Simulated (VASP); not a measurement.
# WSe2 (P6_3/mmc) in VASP: a series of runs

The runs below take WSe2 through single point, with r2SCAN.

All numbers are computed with VASP 6.6.1; they aren't measurements. Logs are shortened: lines on timing, memory, paths and dates and some standing lists are left out, and cuts for length are marked.

### 1 The cell of the first run

It takes space group P6_3/mmc (No. 194, hexagonal). The conventional cell has a = 3.415 Å, b = 3.415 Å, c = 14.141 Å, α = 90.00°, β = 90.00°, γ = 120.00°. Within 3.4 Å of W (site symmetry -6m2) lie 6 Se at 2.56 Å. Se (site symmetry 3m) has 3 W at 2.56 Å and 1 Se at 3.26 Å within 3.4 Å.

### 2 Single point, r2SCAN (equal strain along all axes, cell held: +3.0 %, then relaxed in part)

Contents of POSCAR:

```
WSe2
1.0
    3.4145691052      0.0000000000      0.0000000000
   -1.7072845526      2.9571035881      0.0000000000
    0.0000000000      0.0000000000     14.1407836613
W Se
2 4
Direct
    0.6666666667      0.3333333333      0.7500000000
    0.3333333333      0.6666666667      0.2500000000
    0.3333333333      0.6666666667      0.8652083101
    0.6666666667      0.3333333333      0.3652083101
    0.3333333333      0.6666666667      0.6347916899
    0.6666666667      0.3333333333      0.1347916899
```

Contents of INCAR.step1:

```
  ALGO = Normal
  EDIFF = 1E-4
  ENCUT = 520
  GGA = PE
  ISMEAR = 0
  LASPH = True
  LCHARG = False
  LREAL = False
  LWAVE = True
  NBANDS = 35
  NELM = 60
  PREC = Accurate
  SIGMA = 0.02
```

Contents of INCAR.step2:

```
  ALGO = Normal
  EDIFF = 1E-6
  ENCUT = 520
  ISIF = 2
  ISMEAR = 0
  ISTART = 1
  LASPH = True
  LCHARG = True
  LELF = True
  LMIXTAU = True
  LREAL = False
  LVHAR = True
  LWAVE = False
  METAGGA = R2SCAN
  NBANDS = 35
  NELM = 60
  PREC = Accurate
  SIGMA = 0.02
```

Contents of KPOINTS:

```
k-points
0
Gamma
  12 12 2
```

Potentials or basis: VASP PAW PBE potentials, release 64 (W_sv, Se).

The run is started by

```
$ cat potpaw_PBE.64/W_sv/POTCAR potpaw_PBE.64/Se/POTCAR > POTCAR
$ cp INCAR.step1 INCAR
$ mpirun -np 1 vasp_std > vasp.out
$ cp INCAR.step2 INCAR
$ mpirun -np 1 vasp_std > vasp.out
```

OUTCAR:

```text
EDIFF = 1E-6
   ENCUT = 520
   ISIF = 2
   ISMEAR = 0
   ISTART = 1
   LASPH = True
   LREAL = False
   METAGGA = R2SCAN
   NELM = 60
   PREC = Accurate

 ion  position               nearest neighbor table
   1  0.667  0.333  0.750-   3 2.56   5 2.56   3 2.56   5 2.56   3 2.56   5 2.56
   2  0.333  0.667  0.250-   4 2.56   6 2.56   4 2.56   6 2.56   4 2.56   6 2.56
   3  0.333  0.667  0.865-   1 2.56   1 2.56   1 2.56
   4  0.667  0.333  0.365-   2 2.56   2 2.56   2 2.56
   5  0.333  0.667  0.635-   1 2.56   1 2.56   1 2.56
   6  0.667  0.333  0.135-   2 2.56   2 2.56   2 2.56

  LATTYP: Found a hexagonal cell.
 ALAT       =     3.4145691052
 C/A-ratio  =     4.1413083835

  Lattice vectors:

 A1 = (   3.4145691052,   0.0000000000,   0.0000000000)
 A2 = (  -1.7072845526,   2.9571035881,   0.0000000000)
 A3 = (   0.0000000000,   0.0000000000,  14.1407836613)

Analysis of symmetry for initial positions (statically):
=====================================================================
 Subroutine PRICEL returns:
 Original cell was already a primitive cell.

 Routine SETGRP: Setting up the symmetry group for a
 hexagonal supercell.

 Subroutine GETGRP returns: Found 24 space group operations
 (whereof 12 operations were pure point group operations)
 out of a pool of 24 trial point group operations.

The static configuration has the point symmetry D_3d.
 The point group associated with its full space group is D_6h.

Analysis of symmetry for dynamics (positions and initial velocities):
=====================================================================
 Subroutine PRICEL returns:
 Original cell was already a primitive cell.

 Routine SETGRP: Setting up the symmetry group for a
 hexagonal supercell.

 Subroutine GETGRP returns: Found 24 space group operations
 (whereof 12 operations were pure point group operations)
 out of a pool of 24 trial point group operations.

The dynamic configuration has the point symmetry D_3d.
 The point group associated with its full space group is D_6h.

 Subroutine INISYM returns: Found 24 space group operations
 (whereof 12 operations are pure point group operations),
 and found     1 'primitive' translations

----------------------------------------------------------------------------------------
[... 101 lines left out ...]
   EDIFF  = 0.1E-05   stopping-criterion for ELM
   LREAL  =      F    real-space projection
   EDIFFG = 0.1E-04   stopping-criterion for IOM
   NSW    =      0    number of steps for IOM
   IBRION =     -1    ionic relax: 0-MD 1-quasi-New 2-CG
   NFREE  =      0    steps in history (QN), initial steepest desc. (CG)
   ISIF   =      2    stress and relaxation
   ISYM   =      2    0-nonsym 1-usesym 2-fastsym
   POTIM  = 0.5000    time-step for ionic-motion
   TEBEG  =    0.0;   TEEND  =   0.0 temperature during run
   PSTRESS=    0.0 pullay stress
   NELECT =      52.0000    total number of electrons
   NUPDOWN=      -1.0000    fix difference up-down
   EMIN   =  10.00;   EMAX   =-10.00  energy-range for DOS
   EFERMI =   0.00;   METHOD = LEGACY
   ISMEAR =     0;   SIGMA  =   0.02  broadening in eV -4-tet -1-fermi 0-gaus
   EFERMI_NEDOS =   21; number of points for ismear=-14 and -15
   IALGO  =     38    algorithm
   IMIX   =      4    mixing-type and parameters
     AMIX     =   0.40;   BMIX     =  1.00
     AMIX_MAG =   1.60;   BMIX_MAG =  1.00
  volume/ion in A,a.u.               =      23.80       160.59
  Fermi-wavevector in a.u.,A,eV,Ry     =   1.169097  2.209273 18.596285  1.366788
  Thomas-Fermi vector in A             =   2.305575
   LORBIT       =      0    0 simple, 1 ext, 2 COOP (PROOUT), +10 PAW based schemes
   METAGGA = R2SCAN    functional components
   LHFCALC =     F    Hartree Fock is set to
   AEXX    =    0.0000 exact exchange contribution
   IVDW    =     0    specifies the selected vdW correction
   LEPSILON=     F    determine dielectric tensor
   LRPA    =     F    only Hartree local field effects (RPA)
 non-spin polarized calculation
 Gauss-broadening in eV      SIGMA  =   0.02
  energy-cutoff  :      520.00
  volume of cell :      142.78
 maximum number of plane-waves:      3873
 NGX is ok and might be reduce to    28
   NGX = 13   NGY = 13   NGZ = 53

 number of electron      52.0000002 magnetization

 Free energy of the ion-electron system (eV)
  ---------------------------------------------------
  ext. energy  EPLUGINS =         0.00000000
  ---------------------------------------------------
  free energy    TOTEN  =      -163.43493425 eV

  energy without entropy =     -163.43493425  energy(sigma->0) =     -163.43493425

 E-fermi :   4.7714     XC(G=0): -10.3419

 val. band max:        4.4518620798   @ k =   0.0000   0.0000   0.0000
 cond. band min:       5.3617774533   @ k =   0.3333   0.3333   0.0000
 fundamental gap:      0.9099153735
 Fermi energy:         4.7713769159

 k-point     1 :       0.0000    0.0000    0.0000
  band No.  band energies     occupation
      1     -72.0237      2.00000
      2     -72.0237      2.00000
      3     -35.5349      2.00000
      4     -35.5349      2.00000
      5     -35.5211      2.00000
      6     -35.5211      2.00000
[... 901 lines left out ...]
     34       8.3208      0.00000
     35      10.3280      0.00000

 [... further k-points ...]

------------------------ aborting loop because EDIFF is reached ----------------------------------------

  FORCE on cell =-STRESS in cart. coord.  units (eV):
  Direction    XX          YY          ZZ          XY          YZ          ZX
  --------------------------------------------------------------------------------------
  -------------------------------------------------------------------------------------
  Total       -5.1283562     -5.1283562     -0.2120863      0.0000000     -0.0000000      0.0000000
  in kB      -57.5456951    -57.5456951     -2.3798378      0.0000000     -0.0000000      0.0000000
  external PRESSURE =     -39.1570760 kB  Pullay stress =       0.0000000 kB

 VOLUME and BASIS-vectors are now :
 -----------------------------------------------------------------------------
  energy-cutoff  :      520.00
  volume of cell :      142.78
      direct lattice vectors                 reciprocal lattice vectors
     3.414569105  0.000000000  0.000000000     0.292862721  0.169084371  0.000000000
    -1.707284553  2.957103588  0.000000000     0.000000000  0.338168742  0.000000000
     0.000000000  0.000000000 14.140783661     0.000000000  0.000000000  0.070717439

 POSITION                                       TOTAL-FORCE (eV/Angst)
 -----------------------------------------------------------------------------------
      1.70728      0.98570     10.60559         0.000000     -0.000000      0.000000
     -0.00000      1.97140      3.53520        -0.000000      0.000000      0.000000
     -0.00000      1.97140     12.23472         0.000000      0.000000      0.037523
      1.70728      0.98570      5.16433        -0.000000      0.000000      0.037523
     -0.00000      1.97140      8.97645         0.000000      0.000000     -0.037523
      1.70728      0.98570      1.90606        -0.000000      0.000000     -0.037523
 -----------------------------------------------------------------------------------
    total drift:                                0.000000     -0.000000      0.000000

  FREE ENERGIE OF THE ION-ELECTRON SYSTEM (eV)
  ---------------------------------------------------
  free  energy   TOTEN  =      -163.4349342487 eV

  energy  without entropy=     -163.4349342487  energy(sigma->0) =     -163.43493425
```

OSZICAR.step1:

```text
N       E                     dE             d eps       ncg     rms          rms(c)
DAV:   1     0.487653420678E+03    0.48765E+03   -0.27595E+04  2956   0.141E+03
DAV:   2    -0.139820611969E+02   -0.50164E+03   -0.48397E+03  3137   0.375E+02
DAV:   3    -0.445606769001E+02   -0.30579E+02   -0.30101E+02  3330   0.870E+01
DAV:   4    -0.452736724479E+02   -0.71300E+00   -0.70909E+00  3211   0.136E+01
DAV:   5    -0.452854886016E+02   -0.11816E-01   -0.11799E-01  3241   0.187E+00    0.272E+01
DAV:   6    -0.435291288883E+02    0.17564E+01   -0.75405E+00  2988   0.174E+01    0.923E+00
DAV:   7    -0.432717678784E+02    0.25736E+00   -0.25211E+00  2848   0.826E+00    0.545E+00
DAV:   8    -0.431185005794E+02    0.15327E+00   -0.32140E-01  2993   0.389E+00    0.115E+00
DAV:   9    -0.431199853203E+02   -0.14847E-02   -0.48756E-02  3191   0.107E+00    0.708E-01
DAV:  10    -0.431195725609E+02    0.41276E-03   -0.99270E-03  2933   0.673E-01    0.164E-01
DAV:  11    -0.431195482812E+02    0.24280E-04   -0.14045E-03  2950   0.241E-01    0.125E-01
DAV:  12    -0.431195378334E+02    0.10448E-04   -0.59665E-05  1754   0.499E-02
   1 F= -.43119538E+02 E0= -.43119538E+02  d E =-.758033E-13
```

It took 7.8 min on 1 thread of Intel Xeon 6975P-C (Granite Rapids), shared host; peak memory 0.4 GiB.

Results:

```yaml
Free_energy: -163.4349 eV
Pressure: -3.9 GPa
Largest_force: 0.038 eV/Å
Band_gap_on_the_k_mesh: 0.91 eV, indirect (least direct gap 1.28 eV)
```

Forces in eV/Å, atoms in the order of the input:
```
W    0.000  0.000  0.000
W    0.000  0.000  0.000
Se   0.000  0.000  0.038
Se   0.000  0.000  0.038
Se   0.000  0.000 -0.038
Se   0.000  0.000 -0.038
```

Levels at points of the mesh, in eV from the valence-band top:
```tsv
k point	band 22	band 23	band 24	band 25	band 26	band 27	band 28	band 29	band 30	band 31
(0.00, 0.00, 0.00)	-1.96	-1.96	-1.52	-0.59	0.00	2.48	2.48	2.49	2.49	2.70
(0.50, 0.00, 0.00)	-2.29	-1.76	-1.70	-1.30	-1.24	1.78	1.79	2.14	2.20	3.28
(0.00, 0.00, 0.50)	-1.97	-1.97	-1.97	-0.19	-0.19	2.48	2.48	2.48	2.48	2.73
(0.50, 0.00, 0.50)	-2.32	-1.73	-1.73	-1.27	-1.27	1.79	1.79	2.18	2.18	3.53
```

Caveat: the cell differs from its parent crystal (equal strain along all axes, cell held: +3.0 %, then relaxed in part); the PAW data sets were made with another functional, which shifts forces and pressure a little; spin-orbit coupling is left out, which moves the levels of the heavy elements. A k mesh can miss the band edges.

### 3 Single point, r2SCAN

POSCAR is that of step 2.

Contents of INCAR.step1:

```
SYSTEM = WSe2
PREC = Accurate
ENCUT = 520
ISMEAR = 0
SIGMA = 0.02
LREAL = .False.
LASPH = .True.
NELM = 80
NBANDS = 35
GGA = PE
ALGO = Normal
EDIFF = 1E-4
LWAVE = .True.
LCHARG = .False.
```

Contents of INCAR.step2:

```
SYSTEM = WSe2
PREC = Accurate
ENCUT = 520
EDIFF = 1E-7
ISMEAR = 0
SIGMA = 0.02
LREAL = .False.
LASPH = .True.
NELM = 80
ALGO = Normal
ISIF = 2
LWAVE = .False.
LCHARG = .True.
METAGGA = R2SCAN
LMIXTAU = .True.
LELF = .True.
LVHAR = .True.
NBANDS = 35
ISTART = 1
```

Contents of KPOINTS:

```
regular mesh
0
Gamma
  12 12 2
  0 0 0
```

Potentials or basis: VASP PAW PBE potentials, release 64 (W_sv, Se).

The run is started by

```
$ cat potpaw_PBE.64/W_sv/POTCAR potpaw_PBE.64/Se/POTCAR > POTCAR
$ cp INCAR.step1 INCAR
$ mpirun -np 1 vasp_std > vasp.out
$ cp INCAR.step2 INCAR
$ mpirun -np 1 vasp_std > vasp.out
```

OUTCAR:

```text
SYSTEM = WSe2
   PREC = Accurate
   ENCUT = 520
   EDIFF = 1E-7
   ISMEAR = 0
   LREAL = .False.
   LASPH = .True.
   NELM = 80
   ISIF = 2
   METAGGA = R2SCAN
   ISTART = 1

 ion  position               nearest neighbor table
   1  0.667  0.333  0.750-   3 2.56   5 2.56   3 2.56   5 2.56   3 2.56   5 2.56
   2  0.333  0.667  0.250-   4 2.56   6 2.56   4 2.56   6 2.56   4 2.56   6 2.56
   3  0.333  0.667  0.865-   1 2.56   1 2.56   1 2.56
   4  0.667  0.333  0.365-   2 2.56   2 2.56   2 2.56
   5  0.333  0.667  0.635-   1 2.56   1 2.56   1 2.56
[... 1123 lines left out ...]
  -------------------------------------------------------------------------------------
  Total       -5.1283870     -5.1283870     -0.2120698     -0.0000000     -0.0000000     -0.0000000
  in kB      -57.5460412    -57.5460412     -2.3796521     -0.0000000     -0.0000000     -0.0000000
  external PRESSURE =     -39.1572448 kB  Pullay stress =       0.0000000 kB

 VOLUME and BASIS-vectors are now :
 -----------------------------------------------------------------------------
  energy-cutoff  :      520.00
  volume of cell :      142.78
      direct lattice vectors                 reciprocal lattice vectors
     3.414569105  0.000000000  0.000000000     0.292862721  0.169084371  0.000000000
    -1.707284553  2.957103588  0.000000000     0.000000000  0.338168742  0.000000000
     0.000000000  0.000000000 14.140783661     0.000000000  0.000000000  0.070717439

 POSITION                                       TOTAL-FORCE (eV/Angst)
 -----------------------------------------------------------------------------------
      1.70728      0.98570     10.60559         0.000000     -0.000000      0.000000
     -0.00000      1.97140      3.53520        -0.000000      0.000000      0.000000
     -0.00000      1.97140     12.23472        -0.000000      0.000000      0.037468
      1.70728      0.98570      5.16433         0.000000      0.000000      0.037468
     -0.00000      1.97140      8.97645        -0.000000     -0.000000     -0.037468
      1.70728      0.98570      1.90606         0.000000     -0.000000     -0.037468
 -----------------------------------------------------------------------------------
    total drift:                                0.000000     -0.000000      0.000000

  FREE ENERGIE OF THE ION-ELECTRON SYSTEM (eV)
  ---------------------------------------------------
  free  energy   TOTEN  =      -163.4349340900 eV

  energy  without entropy=     -163.4349340900  energy(sigma->0) =     -163.43493409
```

Wall time 8.1 min (1 thread of Intel Xeon 6975P-C (Granite Rapids), shared host); peak memory 0.4 GiB.

Results:

| Item | Value |
| --- | --- |
| Free energy | -163.4349 eV |
| Pressure | -3.9 GPa |
| Largest force | 0.037 eV/Å |
| Band gap on the k mesh | 0.91 eV, indirect (least direct gap 1.28 eV) |

Forces on the atoms (eV/Å):
```
W    0.000  0.000  0.000
W    0.000  0.000  0.000
Se   0.000  0.000  0.037
Se   0.000  0.000  0.037
Se   0.000  0.000 -0.037
Se   0.000  0.000 -0.037
```

Caveat: the PAW data sets were made with another functional, which shifts forces and pressure a little; spin-orbit coupling is left out, which moves the levels of the heavy elements. A k mesh can miss the band edges.

### 4 Single point, r2SCAN (uniaxial strain along c: +2.0 %)

Contents of POSCAR:

```
WSe2
1.0
    3.2985400505      0.0000000000      0.0000000000
   -1.6492700253      2.8566194792      0.0000000000
    0.0000000000      0.0000000000     14.0034944761
W Se
2 4
Direct
    0.6666666683      0.3333333317      0.7500000000
    0.3333333317      0.6666666683      0.2500000000
    0.3333333351      0.6666666649      0.8698781576
    0.6666666649      0.3333333351      0.3698781576
    0.3333333351      0.6666666649      0.6301218424
    0.6666666649      0.3333333351      0.1301218424
```

Contents of INCAR.step1:

```
SYSTEM = WSe2
ALGO = Normal
EDIFF = 1E-4
ENCUT = 520
GGA = PE
ISMEAR = 0
LASPH = .True.
LCHARG = .False.
LREAL = .False.
LWAVE = .True.
NBANDS = 35
NELM = 80
PREC = Accurate
SIGMA = 0.02
```

Contents of INCAR.step2:

```
SYSTEM = WSe2
ALGO = Normal
EDIFF = 1E-7
ENCUT = 520
ISIF = 2
ISMEAR = 0
ISTART = 1
LASPH = .True.
LCHARG = .False.
LMIXTAU = .True.
LREAL = .False.
LWAVE = .False.
METAGGA = R2SCAN
NBANDS = 35
NELM = 80
PREC = Accurate
SIGMA = 0.02
```

Contents of KPOINTS:

```
k-points
0
Gamma
  12 12 2
  0 0 0
```

The run is started by

```
$ cat potpaw_PBE.64/W_sv/POTCAR potpaw_PBE.64/Se/POTCAR > POTCAR
$ cp INCAR.step1 INCAR
$ mpirun -np 1 vasp_std > vasp.out
$ cp INCAR.step2 INCAR
$ mpirun -np 1 vasp_std > vasp.out
```

It took 6.3 min on 1 thread of Intel Xeon 6975P-C (Granite Rapids), shared host; peak memory 0.39 GiB.

Results (log left out):

```
Free energy            : -163.5830 eV
Pressure               : 0.0 GPa
Largest force          : 0.146 eV/Å
Band gap on the k mesh : 1.43 eV, indirect (least direct gap 1.68 eV)
```

Forces in eV/Å, atoms in the order of the input:
```
W    0.000  0.000  0.000
W    0.000  0.000  0.000
Se   0.000  0.000 -0.146
Se   0.000  0.000 -0.146
Se   0.000  0.000  0.146
Se   0.000  0.000  0.146
```

Stress tensor (GPa, compression positive):
```
 0.81  0.00  0.00
 0.00  0.81  0.00
 0.00  0.00 -1.48
```

Levels at points of the mesh, in eV from the valence-band top:
| k point | band 22 | band 23 | band 24 | band 25 | band 26 | band 27 | band 28 | band 29 | band 30 | band 31 |
| --- | --- | --- | --- | --- | --- | --- | --- | --- | --- | --- |
| (0.00, 0.00, 0.00) | -1.39 | -1.38 | -1.38 | -0.79 | 0.00 | 3.02 | 3.02 | 3.04 | 3.04 | 3.13 |
| (0.50, 0.00, 0.00) | -2.37 | -1.18 | -1.16 | -1.12 | -1.07 | 2.47 | 2.49 | 2.73 | 2.93 | 3.59 |
| (0.00, 0.00, 0.50) | -1.38 | -1.38 | -1.38 | -0.25 | -0.25 | 3.02 | 3.02 | 3.02 | 3.02 | 3.17 |
| (0.50, 0.00, 0.50) | -2.41 | -1.14 | -1.14 | -1.12 | -1.12 | 2.48 | 2.48 | 2.84 | 2.84 | 3.88 |

Caveat: the cell differs from its parent crystal (uniaxial strain along c: +2.0 %); the PAW data sets were made with another functional, which shifts forces and pressure a little; spin-orbit coupling is left out, which moves the levels of the heavy elements. A k mesh can miss the band edges.
